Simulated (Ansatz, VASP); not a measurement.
**CsPbCl3: VASP beside Ansatz**

```xyz
5
Lattice="5.1356 0.0000 0.0000 0.0000 5.1356 0.0000 0.0000 0.0000 6.6763" Properties=species:S:1:pos:R:3 pbc="T T T"
Cs    0.0000    0.0000    0.0000
Pb    2.5678    2.5678    3.3382
Cl    0.0000    2.5678    3.3382
Cl    2.5678    0.0000    3.3382
Cl    2.5678    2.5678    0.0000
```

Alike in both runs: task single point; functional PBEsol; k mesh 6 × 6 × 6; occupations gaussian, width 0.05 eV; no spin polarisation.

|  | VASP | Ansatz |
| --- | --- | --- |
| version | VASP 6.6.1 | Ansatz 0.2.0 |
| potentials or method | VASP PAW PBE potentials, release 64 (Cs_sv, Pb_d, Cl), cutoff 520 eV | scalar-relativistic, plane waves, PAW |
| valence electrons in the cell | 44 | 44 |

VASP gave:

- gap on the k mesh at the Fermi level (eV): 0.06
- least direct gap on the mesh (eV): 0.06
- pressure (GPa): 3.9
- traceless stress, the component that is largest in VASP (GPa): -7.14

**Question.** What did Ansatz give for the same quantities?

**Answer.** gap on the k mesh at the Fermi level (eV): 0.06; least direct gap on the mesh (eV): 0.06; pressure (GPa): 3.9; traceless stress, the component that is largest in VASP (GPa): -7.12.

VASP's potentials were made for PBE, not for PBEsol.

Neither program's run includes spin-orbit coupling.
